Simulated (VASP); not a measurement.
A run of VASP 6.6.1 is set up as follows.

The input POSCAR:

```
LiCl
1.0
    2.3993231829      2.3993231829      0.0000000000
   -2.3993231829      2.3993231829      0.0000000000
    0.0000000000      2.3993231829      2.3993231829
Li Cl
1 1
Direct
    0.0000000000      0.0000000000      0.0000000000
    0.5000000000      0.5000000000      0.0000000000
```

File INCAR.step1:

```
ALGO = Normal
EDIFF = 1E-4
ENCUT = 520
GGA = PE
ISMEAR = 0
LASPH = True
LCHARG = False
LREAL = False
LWAVE = True
NBANDS = 12
NELM = 60
PREC = Accurate
SIGMA = 0.01
```

The input INCAR.step2:

```
ALGO = Normal
EDIFF = 1E-6
ENCUT = 520
ISIF = 2
ISMEAR = 0
ISTART = 1
LASPH = True
LCHARG = True
LELF = True
LMIXTAU = True
LREAL = False
LVHAR = True
LWAVE = False
METAGGA = R2SCAN
NBANDS = 12
NELM = 60
PREC = Accurate
SIGMA = 0.01
```

KPOINTS

```
k-points
0
Gamma
  8 8 8
```

Potentials or basis: VASP PAW PBE potentials, release 64 (Li_sv, Cl).

The run is started by

```bash
$ cat potpaw_PBE.64/Li_sv/POTCAR potpaw_PBE.64/Cl/POTCAR > POTCAR
$ cp INCAR.step1 INCAR
$ mpirun -np 1 vasp_std > vasp.out
$ cp INCAR.step2 INCAR
$ mpirun -np 1 vasp_std > vasp.out
```

(1) Estimate the band gap on the k mesh.

## Answers

(1) 7.75 eV (least direct gap 8.13 eV).
